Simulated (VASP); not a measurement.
# Al23N24 (a cell with a defect) in VASP: single point with PBE

Aim: the single point of Al23N24 (a cell with a defect) with PBE.

Everything below comes from runs of VASP 6.6.1. Logs are shortened: lines on timing, memory, paths and dates and some standing lists are left out, and cuts for length are marked.

## (1) The cell of the first run

The cell holds a defect, 47 atoms: a = 8.023 Å, b = 8.023 Å, c = 8.023 Å, α = 85.02°, β = 85.02°, γ = 85.02°.

## (2) Single point, PBE, collinear spin (atoms taken out, then relaxed in part)

Contents of INCAR:

```
ALGO = Normal
EDIFF = 1E-6
ENCUT = 520
GGA = PE
ISIF = 2
ISMEAR = 0
ISPIN = 2
LASPH = T
LCHARG = F
LORBIT = 11
LREAL = Auto
LWAVE = F
MAGMOM = 0 0 0 0 0 0 0 0 0 0 0 0 0 0 0 0 0 0 0 0 0 0 0 0.25 0 0 0 0 0 0 0 0 0 0 0 0.25 0.25 0 0 0.25 0 0 0 0 0 0 0
NBANDS = 128
NELM = 150
PREC = Accurate
SIGMA = 0.01
```

Contents of KPOINTS:

```
Automatic mesh
0
Gamma
  2 2 2
  0.5 0.5 0.5
```

Contents of POSCAR:

```
Al23N24
1.0
    6.2604168406      0.0000000000     -5.0180433216
   -3.1302084203     -5.4216800222     -5.0180433216
   -3.1302084203      5.4216800222     -5.0180433216
Al N
23 24
Direct
    0.3357711014      0.4979180185      0.6644366141
    0.0006233701      0.1627597663      0.3331758755
    0.8311032807      0.5024377681      0.1645846852
    0.4998425421      0.1672900367      0.8294264330
    0.6681027149      0.3344162046      0.4993911916
    0.3312513518     -0.0022300526      0.1691044348
   -0.0039069003      0.6665092088      0.8339567034
    0.1677495379      0.8327245249      0.5014360483
    0.6660578582      0.8347693816      0.0010828712
    0.8348856532      0.0015523199      0.6682189866
    0.5002491980      0.6669158646      0.3335825313
    0.8313885720      0.1684053847      0.0030983155
    0.0017387181      0.3364316488      0.6647219053
    0.6663650555      0.0008170646      0.3346368611
    0.4997023570      0.3352875092      0.1677827805
    0.1697649822     -0.0019447614      0.8350720514
    0.3335813410      0.1665662534      0.4997809221
   -0.0001004133      0.8331142554      0.1669146743
    0.6664475887      0.5002480076      0.8332329201
    0.8341503979      0.6679701944      0.4996983888
    0.3344494471      0.6663690236      0.0019541758
    0.5013035278      0.8330317221      0.6674837312
    0.1686208425      0.5011161138      0.3330356903
    0.0258383988      0.1925050655      0.8591717322
    0.2082650200      0.3729132101      0.5390537921
    0.8721823710      0.0385819843      0.2066323448
    0.7057204587      0.3749316866      0.0395798768
    0.3732990115      0.0388490377      0.7052486510
    0.5401690392      0.2072938450      0.3740698527
    0.2062465434      0.8723871254      0.0415983533
    0.8719153177      0.5399656782      0.7055157044
    0.0406271783      0.7074031860      0.3735023726
    0.5407365193      0.7068357059      0.8739605116
    0.7072709192      0.8739375859      0.5406042526
    0.3732298348      0.5398965014      0.2065631681
    0.0256985589      0.3768351199      0.2276663419
    0.2101684533      0.5609996752      0.8590318922
    0.8731778645      0.2065643711      0.5388900099
    0.7059006296      0.5412561489      0.3730857831
    0.3943330085      0.1923652255      0.0435017866
    0.5409479165      0.3730621674      0.7053504271
    0.2063955007      0.0386837605      0.3742812499
    0.8720170938      0.7076145832      0.0397288341
    0.0398977045      0.8722233432      0.7065111979
    0.5397524497      0.8725672963      0.2079228155
    0.7055566766      0.0398445312      0.8732310378
    0.3745894822      0.7064191164      0.5392339629
```

Potentials or basis: VASP PAW PBE potentials, release 64 (Al, N).

Launch:

```
> cat potpaw_PBE.64/Al/POTCAR potpaw_PBE.64/N/POTCAR > POTCAR
> mpirun -np 1 vasp_std > vasp.out
```

OUTCAR:

```text
EDIFF = 1E-6
   ENCUT = 520
   GGA = PE
   ISIF = 2
   ISMEAR = 0
   ISPIN = 2
   LASPH = T
   LORBIT = 11
   LREAL = Auto
   NELM = 150
   PREC = Accurate

 ion  position               nearest neighbor table
   1  0.336  0.498  0.664-  37 1.87  41 1.89  25 1.90  47 1.91  17 3.07  13 3.08  23 3.08  19 3.08
                             4 3.10  22 3.10   5 3.11  11 3.12  21 3.13   8 3.13   7 3.18
   2  0.001  0.163  0.333-  36 1.87  42 1.89  26 1.90  38 1.91  18 3.06  12 3.07  14 3.08  17 3.09
                             6 3.10  13 3.11   8 3.12  10 3.12  23 3.13   5 3.14   3 3.18
   3  0.831  0.502  0.165-  36 1.87  43 1.89  27 1.90  39 1.91  19 3.07  12 3.08  15 3.08  18 3.08
                             7 3.10  20 3.10   9 3.11  11 3.12  23 3.13   5 3.13   2 3.18
   4  0.500  0.167  0.829-  40 1.87  41 1.89  28 1.90  46 1.91  17 3.06  16 3.07  22 3.08  19 3.09
                             1 3.10  12 3.11   5 3.12  10 3.12  15 3.13   9 3.14   6 3.18
   5  0.668  0.334  0.499-  38 1.90  41 1.90  39 1.90  29 1.91  15 3.09  14 3.09  13 3.09  19 3.09
                            20 3.09  17 3.11   1 3.11   4 3.12  11 3.13   3 3.13  10 3.13   2 3.14
   6  0.331  0.998  0.169-  40 1.87  42 1.89  30 1.90  45 1.91  18 3.07  16 3.08  21 3.08  17 3.08
                             2 3.10  14 3.10   8 3.11  11 3.12  15 3.13   9 3.13   4 3.18
   7  0.996  0.667  0.834-  37 1.87  43 1.89  31 1.90  44 1.91  19 3.06  13 3.07  20 3.08  18 3.09
                             3 3.10  16 3.11   9 3.12  10 3.12  21 3.13   8 3.14   1 3.18
   8  0.168  0.833  0.501-  44 1.90  42 1.90  47 1.90  32 1.91  23 3.09  20 3.09  16 3.09  17 3.09
                            22 3.09  18 3.11   6 3.11   2 3.12  11 3.13   1 3.13  10 3.13   7 3.14
   9  0.666  0.835  0.001-  46 1.90  43 1.90  45 1.90  33 1.91  21 3.09  22 3.09  12 3.09  18 3.09
[... 39 lines left out ...]
  34  0.707  0.874  0.541-  22 1.90  14 1.90  20 1.90  10 1.92
  35  0.373  0.540  0.207-  15 1.89  23 1.89  21 1.89  11 1.91
  36  0.026  0.377  0.228-   3 1.87   2 1.87  23 1.88
  37  0.210  0.561  0.859-   1 1.87   7 1.87  21 1.88
  38  0.873  0.207  0.539-   5 1.90  10 1.90   2 1.91  13 1.93
  39  0.706  0.541  0.373-  11 1.89   5 1.90   3 1.91  20 1.91
  40  0.394  0.192  0.044-   6 1.87   4 1.87  15 1.88
  41  0.541  0.373  0.705-   1 1.89   4 1.89   5 1.90  19 1.91
  42  0.206  0.039  0.374-   6 1.89   2 1.89   8 1.90  17 1.91
  43  0.872  0.708  0.040-   3 1.89   7 1.89   9 1.90  18 1.91
  44  0.040  0.872  0.707-   8 1.90  10 1.90   7 1.91  16 1.93
  45  0.540  0.873  0.208-  11 1.89   9 1.90   6 1.91  14 1.91
  46  0.706  0.040  0.873-   9 1.90  10 1.90   4 1.91  12 1.93
  47  0.375  0.706  0.539-  11 1.89   8 1.90   1 1.91  22 1.91

  LATTYP: Found a trigonal (rhomboedric) cell.
 ALAT       =     8.0233146389
 COS(alpha) =     0.0867490896

  Lattice vectors:

 A1 = (   6.2604168406,   0.0000000000,  -5.0180433216)
 A2 = (  -3.1302084203,  -5.4216800222,  -5.0180433216)
 A3 = (  -3.1302084203,   5.4216800222,  -5.0180433216)

Analysis of symmetry for initial positions (statically):
=====================================================================
 Subroutine PRICEL returns:
 Original cell was already a primitive cell.

 Routine SETGRP: Setting up the symmetry group for a
 trigonal (rhombohedral) supercell.
[... 261 lines left out ...]
  band No.  band energies     occupation
      1      -9.3095      1.00000
      2      -8.6351      1.00000
      3      -8.5830      1.00000
      4      -8.5183      1.00000
      5      -8.1584      1.00000
      6      -8.0998      1.00000
[... 207 lines left out ...]
    105      11.7241      0.00000
    106      11.7765      0.00000
 Fermi energy:         5.7078720827

 spin component 2

 k-point     1 :       0.2500    0.2500    0.2500
  band No.  band energies     occupation
      1      -9.2287      1.00000
      2      -8.5558      1.00000
      3      -8.5071      1.00000
      4      -8.4100      1.00000
      5      -8.0686      1.00000
      6      -8.0227      1.00000
[... 207 lines left out ...]
    105      11.7618      0.00000
    106      11.8123      0.00000
 [bands above 106 left out]

------------------------ aborting loop because EDIFF is reached ----------------------------------------

  FORCE on cell =-STRESS in cart. coord.  units (eV):
  Direction    XX          YY          ZZ          XY          YZ          ZX
  --------------------------------------------------------------------------------------
  -------------------------------------------------------------------------------------
  Total        3.7256288      3.7256288      4.0664726     -0.0000020      0.0000000      0.0000000
  in kB       11.6820044     11.6820044     12.7507473     -0.0000064      0.0000000      0.0000000
  external PRESSURE =      12.0382521 kB  Pullay stress =       0.0000000 kB

 VOLUME and BASIS-vectors are now :
 -----------------------------------------------------------------------------
  energy-cutoff  :      520.00
  volume of cell :      510.97
      direct lattice vectors                 reciprocal lattice vectors
     6.260416841  0.000000000 -5.018043322     0.106489182  0.000000000 -0.066426954
    -3.130208420 -5.421680022 -5.018043322    -0.053244591 -0.092222337 -0.066426954
    -3.130208420  5.421680022 -5.018043322    -0.053244591  0.092222337 -0.066426954

 POSITION                                       TOTAL-FORCE (eV/Angst)
 -----------------------------------------------------------------------------------
     -1.53635      0.90281     -7.51766         0.001440      0.005964      0.007383
     -1.54848      0.92394     -2.49175         0.007315      0.002448      0.008026
      3.11513     -1.83173     -7.51766         0.004445     -0.004229      0.007383
      0.00929      3.58989     -7.50980        -0.001537     -0.007559      0.008026
      1.57261      0.89444     -7.53665         0.006920     -0.002245      0.003373
     -1.57879     -4.49276     -7.51766        -0.005885     -0.001735      0.007383
[... 39 lines left out ...]
      1.55896      4.51835     -8.12237         0.009277     -0.000494     -0.008997
     -1.55407     -0.90642     -8.13045        -0.011632     -0.000124     -0.001219
 -----------------------------------------------------------------------------------
    total drift:                               -0.000000     -0.000002      0.028022

  FREE ENERGIE OF THE ION-ELECTRON SYSTEM (eV)
  ---------------------------------------------------
  free  energy   TOTEN  =      -344.5510470745 eV

  energy  without entropy=     -344.5510470745  energy(sigma->0) =     -344.55104707

 total charge

# of ion       s       p       d       tot
------------------------------------------
    1        0.370   0.442   0.000   0.812
    2        0.369   0.440   0.000   0.810
    3        0.370   0.442   0.000   0.812
    4        0.369   0.440   0.000   0.810
    5        0.367   0.433   0.000   0.800
    6        0.370   0.442   0.000   0.812
[... 39 lines left out ...]
   46        1.226   2.614   0.000   3.840
   47        1.224   2.622   0.000   3.846
--------------------------------------------------
tot         37.922  72.510   0.000 110.432

 magnetization (x)

# of ion       s       p       d       tot
------------------------------------------
    1       -0.002  -0.002   0.000  -0.003
    2       -0.002  -0.002   0.000  -0.004
    3       -0.002  -0.002   0.000  -0.003
    4       -0.002  -0.002   0.000  -0.004
    5        0.000   0.001   0.000   0.001
    6       -0.002  -0.002   0.000  -0.003
[... 39 lines left out ...]
   46        0.003   0.059   0.000   0.061
   47        0.001   0.029   0.000   0.031
--------------------------------------------------
tot          0.058   1.945   0.000   2.004
```

OSZICAR:

```text
N       E                     dE             d eps       ncg     rms          rms(c)
DAV:   1     0.812296741033E+03    0.81230E+03   -0.88014E+04  1024   0.133E+03
DAV:   2    -0.308866466726E+03   -0.11212E+04   -0.10801E+04  1288   0.270E+02
DAV:   3    -0.394771054835E+03   -0.85905E+02   -0.84933E+02  1224   0.781E+01
DAV:   4    -0.396260202437E+03   -0.14891E+01   -0.14838E+01  1224   0.111E+01
DAV:   5    -0.396295304915E+03   -0.35102E-01   -0.35066E-01  1232   0.166E+00    0.413E+01
DAV:   6    -0.344469220804E+03    0.51826E+02   -0.21680E+02  1184   0.342E+01    0.146E+01
DAV:   7    -0.344665641812E+03   -0.19642E+00   -0.75201E+00  1152   0.731E+00    0.983E+00
DAV:   8    -0.344502494923E+03    0.16315E+00   -0.10118E+00  1216   0.366E+00    0.298E+00
DAV:   9    -0.344542349224E+03   -0.39854E-01   -0.25899E-01  1152   0.200E+00    0.112E+00
DAV:  10    -0.344545101877E+03   -0.27527E-02   -0.91929E-02  1216   0.862E-01    0.648E-01
DAV:  11    -0.344548647547E+03   -0.35457E-02   -0.10722E-02  1160   0.383E-01    0.343E-01
DAV:  12    -0.344550618257E+03   -0.19707E-02   -0.26863E-03  1136   0.161E-01    0.173E-01
DAV:  13    -0.344550978216E+03   -0.35996E-03   -0.68490E-04  1200   0.935E-02    0.493E-02
DAV:  14    -0.344551035180E+03   -0.56964E-04   -0.27811E-04  1240   0.501E-02    0.236E-02
DAV:  15    -0.344551041191E+03   -0.60113E-05   -0.29065E-05  1208   0.182E-02    0.162E-02
DAV:  16    -0.344551045752E+03   -0.45604E-05   -0.96093E-06  1136   0.984E-03    0.742E-03
DAV:  17    -0.344551046951E+03   -0.11994E-05   -0.26817E-06  1008   0.477E-03    0.332E-03
DAV:  18    -0.344551047075E+03   -0.12351E-06   -0.10042E-06   656   0.299E-03
   1 F= -.34455105E+03 E0= -.34455105E+03  d E =-.128265E-55  mag=     3.0000
```

stdout:

```text
POSCAR found type information on POSCAR AlN
 POSCAR found :  2 types and      47 ions
 scaLAPACK will be used
 LDA part: xc-table for (Slater+PW92), standard interpolation
 POSCAR, INCAR and KPOINTS ok, starting setup
 FFT: planning ... GRIDC
 FFT: planning ... GRID_SOFT
 FFT: planning ... GRID
 WAVECAR not read
 entering main loop
```

It took 19 min on 1 thread of Oxide Virtual Turin-like, shared host; peak memory 0.69 GiB.

Results:

| Item | Value |
| --- | --- |
| Free energy | -344.5510 eV |
| Pressure | 1.2 GPa |
| Largest force | 0.020 eV/Å |
| Band gap on the k mesh | 0.74 eV |
| Net moment | 3.00 μB per cell |
| Site moments | Al -0.00, +0.00, +0.01 (each value once); N +0.41, +0.01, +0.00, +0.42, +0.06, +0.03 (each value once) μB |
| Valence electrons inside the program's atomic spheres | Al 0.81, 0.80, 0.79 (each value once); N 3.74, 3.85, 3.86, 3.84 (each value once) |

Forces in eV/Å, atoms in the order of the input:
```
Al   0.001  0.006  0.007
Al   0.007  0.002  0.008
Al   0.004 -0.004  0.007
Al  -0.002 -0.008  0.008
Al   0.007 -0.002  0.003
Al  -0.006 -0.002  0.007
Al  -0.006  0.005  0.008
Al  -0.002  0.007  0.003
Al  -0.005 -0.005  0.003
Al   0.000  0.000  0.000
Al   0.000  0.000 -0.020
Al  -0.004  0.001  0.000
Al   0.001 -0.003  0.000
Al  -0.001  0.011  0.002
Al   0.007  0.007  0.007
Al   0.002  0.003  0.000
Al  -0.005  0.000  0.001
Al   0.002 -0.004  0.001
Al   0.002  0.004  0.001
Al  -0.009 -0.006  0.002
Al   0.003 -0.009  0.007
Al   0.010 -0.005  0.002
Al  -0.009  0.002  0.007
N    0.000  0.000  0.006
N   -0.008 -0.003  0.000
N   -0.007  0.000 -0.004
N    0.001  0.008  0.000
N    0.004  0.006 -0.004
N    0.003  0.002  0.003
N    0.007 -0.005  0.000
N    0.003 -0.006 -0.004
N   -0.004  0.002  0.003
N    0.000 -0.004  0.003
N    0.000  0.000  0.006
N    0.000  0.000 -0.001
N   -0.008  0.005 -0.010
N    0.000 -0.009 -0.010
N   -0.004  0.008 -0.009
N    0.006  0.010 -0.001
N    0.008  0.005 -0.010
N    0.004 -0.004 -0.004
N    0.001  0.005 -0.004
N   -0.005 -0.002 -0.004
N   -0.005 -0.008 -0.009
N    0.006 -0.010 -0.001
N    0.009  0.000 -0.009
N   -0.012  0.000 -0.001
```

Stress tensor (GPa, compression positive):
```
1.17 0.00 0.00
0.00 1.17 0.00
0.00 0.00 1.28
```

Levels at points of the mesh, in eV from the valence-band top:
Spin up:
```tsv
k point	band 93	band 94	band 95	band 96	band 97	band 98	band 99	band 100
(0.25, 0.25, 0.25)	-0.52	-0.36	-0.32	-0.31	5.05	5.07	5.15	5.23
```
Spin down:
| k point | band 91 | band 92 | band 93 | band 94 | band 95 | band 96 |
| --- | --- | --- | --- | --- | --- | --- |
| (0.25, 0.25, 0.25) | -0.37 | -0.37 | -0.04 | 0.86 | 0.86 | 0.89 |

Caveat: the cell differs from its parent crystal (atoms taken out, then relaxed in part).
